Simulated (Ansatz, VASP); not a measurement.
**One calculation of TaN, two programs**

The input INCAR:

```
SYSTEM = TaN
PREC = Accurate
ENCUT = 700
EDIFF = 1E-6
ISMEAR = 0
SIGMA = 0.15
LREAL = .FALSE.
LASPH = .TRUE.
NELM = 120
ALGO = Normal
ISIF = 2
LWAVE = .FALSE.
LCHARG = .TRUE.
GGA = PS
LELF = .TRUE.
LVHAR = .TRUE.
NBANDS = 16
GGA_COMPAT = .FALSE.
```

File KPOINTS:

```
regular mesh
0
G
  18 18 18
  0 0 0
```

Contents of POSCAR:

```
TaN
1.0
    0.0000000000      2.1790000000      2.1790000000
    2.1790000000      0.0000000000      2.1790000000
    2.1790000000      2.1790000000      0.0000000000
Ta N
1 1
Direct
    0.5000000000      0.5000000000      0.5000000000
   -0.0516291877      0.0516291877     -0.0516291877
```

Input for Ansatz:

```yaml
crystal:
  lattice:
    - [0.0, 2.179, 2.179]
    - [2.179, 0.0, 2.179]
    - [2.179, 2.179, 0.0]
  atoms:
    - { symbol: Ta, position: [0.5, 0.5, 0.5] }
    - { symbol: "N", position: [-0.0516291877, 0.0516291877, -0.0516291877] }
basis:
  ecutwfc: 420
kpoints:
  mp_grid: { grid: [18, 18, 18] }
hamiltonian:
  xc: pbesol
scf:
  occupations: { method: gaussian, width: 0.15 }
output:
  forces: true
  stress: true
  eigenvalues: true
```

Alike in both runs: task single point; functional PBEsol; k mesh 18 × 18 × 18; occupations gaussian, width 0.15 eV; no spin polarisation.

```csv
,VASP,Ansatz
version,VASP 6.6.1,Ansatz 0.2.0
potentials or method,"VASP PAW PBE potentials, release 64 (Ta_sv_GW, N), cutoff 700 eV","scalar-relativistic, plane waves, PAW"
valence electrons in the cell,18,18
```

Ansatz gave:

```
gap on the k mesh at the Fermi level (eV)                     : none
pressure (GPa)                                                : 14.0
traceless stress, the component that is largest in VASP (GPa) : 18.66
rms of the force components (eV/Å)                            : 1.564
```

Q: Estimate VASP's values.

A: gap on the k mesh at the Fermi level (eV): none; pressure (GPa): 14.2; traceless stress, the component that is largest in VASP (GPa): 18.91; rms of the force components (eV/Å): 1.584.

VASP's potentials were made for PBE, not for PBEsol. Atom by atom the forces differ by 0.020 eV/Å (rms over components). A gap of «none» marks a metal or a gap that the smearing closes.

Neither program's run includes spin-orbit coupling.
